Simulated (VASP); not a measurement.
Set up this calculation in VASP 6.6.1, as the native input.

| Property | Result |
| --- | --- |
| Task | single point |
| Functional | PBE |
| Potentials or basis | VASP PAW PBE potentials, release 64 (Mg, Ge_d, N) |
| Cutoff | 520 eV |
| k mesh | 4 × 4 × 4 |
| Occupations | gaussian, width 0.2 eV |
| Spin | no spin polarisation |
| Dipole correction | no |
| Further INCAR settings | ALGO = Normal; EDIFF = 1e-06; NBANDS = 45 |

The structure of Mg2GeN3 lies in POSCAR:

```
Mg2GeN3
1.0
   -0.0001480090     -0.0025045266     -5.0070226114
    5.0980274501     -2.9516430827     -0.0015315175
   -5.0974500927     -2.9506560165     -0.0019284469
Mg Ge N
4 2 6
Direct
    0.9818330295      0.5019714576      0.8320713988
    0.4817754646      0.4979553820      0.1678504020
    0.4817792713      0.1678594002      0.4979957866
    0.9818358974      0.8320735054      0.5019225582
    0.9969803173      0.1628664273      0.1628704274
    0.4971413587      0.8370901443      0.8370891686
    0.9130670478      0.4722617047      0.1661102332
    0.9130728370      0.1661006581      0.4723111815
    0.3740276380      0.1385244027      0.1385137524
    0.4131549737      0.8339599367      0.5277862532
    0.4131604712      0.5278265910      0.8339700531
    0.8741716934      0.8615103900      0.8615087849
```

The input as run:

INCAR

```
ALGO = Normal
EDIFF = 1E-6
ENCUT = 520
GGA = PE
ISIF = 2
ISMEAR = 0
LASPH = True
LCHARG = True
LELF = True
LREAL = False
LVHAR = True
LWAVE = False
NBANDS = 45
NELM = 100
PREC = Accurate
SIGMA = 0.2
```

KPOINTS

```
k-points
0
Gamma
  4 4 4
```

Potentials or basis: VASP PAW PBE potentials, release 64 (Mg, Ge_d, N).

Run with:

```sh
$ cat potpaw_PBE.64/Mg/POTCAR potpaw_PBE.64/Ge_d/POTCAR potpaw_PBE.64/N/POTCAR > POTCAR
$ mpirun -np 1 vasp_std > vasp.out
```

Results of the run:

* Pressure: -0.3 GPa
* Largest force: 0.012 eV/Å
* Band gap on the k mesh: zero (band 33 reaches 3.28 eV, above the bottom of band 34 at 2.82 eV)

It took 12 min on 1 thread of Oxide Virtual Turin-like Processor, with other jobs on the host, peak memory 0.37 GiB.
